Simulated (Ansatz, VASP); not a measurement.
One calculation of Hf4Si, two programs

File INCAR:

```
ALGO = Fast
EDIFF = 1E-6
EDIFFG = -0.01
ENCUT = 600
GGA = PE
IBRION = 2
ISIF = 3
ISMEAR = 0
LASPH = True
LCHARG = False
LREAL = False
LWAVE = False
NELM = 80
NSW = 100
PREC = Accurate
SIGMA = 0.1
```

Contents of KPOINTS:

```
k-points
0
Gamma
  12 12 4
```

The input POSCAR:

```
Hf4Si
1.0
    3.2022775505      0.0000000000      0.0000000000
   -1.6011387752      2.7732537087      0.0000000000
    0.0000000000      0.0000000000     11.8641380125
Hf Si
4 1
Direct
    0.6666666667      0.3333333333      0.8203326194
    0.3333333333      0.6666666667      0.1796673806
    0.6666666667      0.3333333333      0.3885936844
    0.3333333333      0.6666666667      0.6114063156
    0.0000000000      0.0000000000      0.0000000000
```

Input for Ansatz:

```yaml
crystal:
  lattice:
    - [3.2022775505, 0.0, 0.0]
    - [-1.6011387752, 2.7732537087, 0.0]
    - [0.0, 0.0, 11.8641380125]
  atoms:
    - { symbol: Hf, position: [0.6666666667, 0.3333333333, 0.8203326194] }
    - { symbol: Hf, position: [0.3333333333, 0.6666666667, 0.1796673806] }
    - { symbol: Hf, position: [0.6666666667, 0.3333333333, 0.3885936844] }
    - { symbol: Hf, position: [0.3333333333, 0.6666666667, 0.6114063156] }
    - { symbol: Si, position: [0.0, 0.0, 0.0] }
basis:
  ecutwfc: 420
kpoints:
  mp_grid: { grid: [12, 12, 4] }
hamiltonian:
  xc: pbe
scf:
  occupations: { method: gaussian, width: 0.1 }
output:
  forces: true
  stress: true
  eigenvalues: true
relax:
  adjacent_minimum: "off"
  f_tol: 0.01
  max_steps: 80
  cell: { stress_tol: 0.05 }
```

Alike in both runs: task relaxation of cell and atoms; functional PBE; k mesh 12 × 12 × 4; occupations gaussian, width 0.1 eV; no spin polarisation.

```csv
,VASP,Ansatz
version,VASP 6.6.1,Ansatz 0.2.0
potentials or method,"VASP PAW PBE potentials, release 64 (Hf_pv, Si), cutoff 600 eV","scalar-relativistic, plane waves, PAW"
valence electrons in the cell,44,108
```

```tsv
	VASP	Ansatz	Ansatz less VASP
gap on the k mesh at the Fermi level, each at its own relaxed structure (eV)	none	none	-
relaxed volume (Å³/atom)	20.97	21.04	+0.065
relaxed cell length with the largest relative difference (Å)	3.190	3.194	+0.0035
```

A gap of «none» marks a metal or a gap that the smearing closes. VASP's potentials hold 44 valence electrons a cell and Ansatz's 108, so a difference there can come from the potentials and not from the codes.

Spin-orbit coupling is off throughout.
